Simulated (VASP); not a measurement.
# GaP: electric field gradients with LDA

Crystal: GaP.

```
Ga P
1.0
     0.00000    2.77976    2.72525
     2.77976    0.00000    2.72525
     2.77976    2.77976    0.00000
Ga P
1 1
Cartesian
  0.0000 0.0000 0.0000
  4.1696 4.1696 4.0879
```

This cell differs from its parent crystal: equal xx and yy strain of +2 %.

```
Program                : VASP 6.6.1
Task                   : electric field gradients
Functional             : LDA
Potentials or basis    : VASP PAW LDA potentials, release 64 (Ga_d, P)
Cutoff                 : 520 eV
k mesh                 : 10 × 10 × 10
Occupations            : fermi-dirac, width 0.05 eV
Spin                   : no spin polarisation
Dipole correction      : no
Further INCAR settings : ALGO = Normal; EDIFF = 1e-08; NBANDS = 16
```

The pressure is -5.5 GPa and the band gap on the k mesh is 1.24 eV, direct.

Stress tensor (GPa, compression positive):
```
-5.95  0.00  0.00
 0.00 -5.95  0.00
 0.00  0.00 -4.48
```

Levels at points of the mesh, in eV from the valence-band top:
```csv
k point,band 5,band 6,band 7,band 8,band 9,band 10,band 11,band 12,band 13,band 14
"(0.00, 0.00, 0.00)",-14.62,-12.29,-0.10,-0.10,0.00,1.24,3.70,3.75,3.75,8.25
"(0.50, 0.00, 0.00)",-14.61,-10.33,-6.56,-1.22,-1.06,1.32,4.50,4.65,7.90,10.28
"(0.50, 0.50, 0.00)",-14.60,-9.41,-6.64,-2.73,-2.73,1.42,1.52,10.08,10.08,10.65
"(0.50, 0.00, 0.50)",-14.61,-9.49,-6.77,-2.60,-2.59,1.55,1.71,10.05,10.08,10.48
```

Electric field gradients, principal values (V/Å²):
```tsv
atom	least	middle	greatest (by size)
1 Ga	-1.732	-1.736	3.469
2 P	1.124	1.125	-2.249
```

Wall time 33 s on 1 thread of Intel(R) Xeon(R) 6975P-C (Granite Rapids), with other jobs on the host, peak memory 0.19 GiB.

Caveat: the cell differs from its parent crystal (equal xx and yy strain of +2 %); without QUAD_EFG the Cq values of the log hold for a quadrupole moment of 1 mb, not for the nuclei. A k mesh can miss the band edges.
